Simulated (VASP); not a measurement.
Crystal: ZnS.

```
Zn S
1.0
     0.00000    2.70200    2.70200
     2.70200    0.00000    2.70200
     2.70200    2.70200    0.00000
Zn S
1 1
Direct
  0.25000 0.25000 0.25000
  0.00000 0.00000 0.00000
```

```yaml
Program: VASP 6.6.1
Task: relaxation of cell and atoms
Functional: PBE
Potentials_or_basis: VASP PAW PBE potentials, release 64 (Zn, S)
Cutoff: 500 eV
k_mesh: 5 × 5 × 5
Occupations: gaussian, width 0.01 eV
Spin: no spin polarisation
```

At the start: pressure 1.8 GPa; volume 19.73 Å³/atom.

Problem. How do energy, volume and symmetry change on relaxing?

Solution. Over 3 steps the energy falls by 2.7 meV/atom and the volume is 20.22 Å³/atom (+2.5 %); space group F-43m (No. 216, to 0.05 Å).

The path:
| step | energy change (eV) | largest force (eV/Å) | pressure (GPa) | volume (Å³) |
| --- | --- | --- | --- | --- |
| 1 | 0.0000 | 0.0000 | 1.83 | 39.45 |
| 2 | -0.0050 | 0.0000 | -0.52 | 40.75 |
| 3 | -0.0055 | 0.0000 | 0.00 | 40.44 |

Final structure:
```
CELL_PARAMETERS angstrom
0.00000 2.72431 2.72431
2.72431 0.00000 2.72431
2.72431 2.72431 0.00000
ATOMIC_POSITIONS crystal
Zn 0.25000 0.25000 0.25000
S 0.00000 0.00000 0.00000
```
